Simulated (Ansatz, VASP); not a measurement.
**Al in VASP and in Ansatz**

```
Al
1.0
    -1.51166    1.51166    1.59122
     1.51166   -1.51166    1.59122
     1.51166    1.51166   -1.59122
Al
1
Direct
  0.00000 0.00000 0.00000
```

Change from the starting cell: strain -0.050 along x and y, +0.000 along z, atoms carried along.

Alike in both runs: task single point; functional PBEsol; k mesh 20 × 20 × 20; occupations gaussian, width 0.15 eV; no spin polarisation.

```csv
,VASP,Ansatz
version,VASP 6.6.1,Ansatz 0.2.0
potentials or method,"VASP PAW PBE potentials, release 64 (Al), cutoff 520 eV","scalar-relativistic, plane waves, PAW"
valence electrons in the cell,3,3
```

|  | VASP | Ansatz | Ansatz less VASP |
| --- | --- | --- | --- |
| gap on the k mesh at the Fermi level (eV) | none | none | - |
| pressure (GPa) | 12.7 | 12.6 | -0.10 |
| traceless stress, the component that is largest in VASP (GPa) | 1.95 | 1.94 | -0.007 |

VASP's potentials were made for PBE, not for PBEsol. A gap of «none» marks a metal or a gap that the smearing closes.
